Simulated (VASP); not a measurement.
A run of VASP 6.6.1 is set up as follows.

Contents of POSCAR:

```
ZnSe
1.0
    0.0000000000      2.7236948199      2.7236948199
    2.7236948199      0.0000000000      2.7236948199
    2.7236948199      2.7236948199      0.0000000000
Zn Se
1 1
Direct
    0.0000000000      0.0000000000      0.0000000000
    0.7500000000      0.7500000000      0.7500000000
```

File INCAR.step1:

```
PREC     = Accurate       # precision mode
ENCUT    = 520            # plane-wave cutoff, eV
ISMEAR   = 0              # smearing method
SIGMA    = 0.01           # smearing width, eV
LREAL    = False          # projectors in reciprocal space
LASPH    = True           # aspherical terms in the spheres
NELM     = 60             # most SCF steps
NBANDS   = 16             # bands
GGA      = PE             # functional
ALGO     = Normal         # electronic algorithm
EDIFF    = 1E-4           # SCF threshold, eV
LWAVE    = True           # write WAVECAR
LCHARG   = False          # write CHGCAR
```

The input INCAR.step2:

```
PREC     = Accurate       # precision mode
ENCUT    = 520            # plane-wave cutoff, eV
EDIFF    = 1E-7           # SCF threshold, eV
ISMEAR   = 0              # smearing method
SIGMA    = 0.01           # smearing width, eV
LREAL    = False          # projectors in reciprocal space
LASPH    = True           # aspherical terms in the spheres
NELM     = 60             # most SCF steps
ALGO     = Normal         # electronic algorithm
ISIF     = 2              # what is computed and relaxed
LWAVE    = False          # write WAVECAR
LCHARG   = False          # write CHGCAR
METAGGA  = R2SCAN         # meta-GGA
LMIXTAU  = True         
NBANDS   = 16             # bands
ISTART   = 1
```

KPOINTS

```
Automatic mesh
0
Gamma
  8 8 8
```

Potentials or basis: VASP PAW PBE potentials, release 64 (Zn, Se).

The run is started by

```sh
$ cat potpaw_PBE.64/Zn/POTCAR potpaw_PBE.64/Se/POTCAR > POTCAR
$ cp INCAR.step1 INCAR
$ mpirun -np 1 vasp_std > vasp.out
$ cp INCAR.step2 INCAR
$ mpirun -np 1 vasp_std > vasp.out
```

(1) What does it give for the band gap on the k mesh?

(2) Predict the pressure.

Answers

(1) 2.41 eV, direct.

(2) 10.2 GPa.

Caveat: the PAW data sets were made with another functional, which shifts forces and pressure a little.
